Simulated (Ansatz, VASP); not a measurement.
PbS: VASP beside Ansatz

```
Pb S
1.0
     0.00000    3.00427    3.00427
     3.00427    0.00000    3.00427
     3.00427    3.00427    0.00000
Pb S
1 1
Direct
  0.00000 0.00000 0.00000
  0.50000 0.50000 0.50000
```

Alike in both runs: task single point; functional PBE; k mesh 12 × 12 × 12; occupations tetrahedron; no spin polarisation.

```csv
,VASP,Ansatz
version,VASP 6.6.1,Ansatz 0.2.0
potentials or method,"VASP PAW PBE potentials, release 64 (Pb_d, S), cutoff 520 eV","all-electron LAPW, scalar-relativistic"
```

VASP gave:

| Quantity | Value |
| --- | --- |
| gap on the k mesh at the Fermi level (eV) | 0.50 |
| pressure (GPa) | -0.1 |

Problem. Estimate Ansatz's values.

Solution. gap on the k mesh at the Fermi level (eV): 0.49; pressure (GPa): 0.0.

Ansatz ran all-electron here, and VASP with PAW potentials. Ansatz's warnings: band table not solved further, tetrahedron derivatives may miss energy slope.

Neither program's run includes spin-orbit coupling.
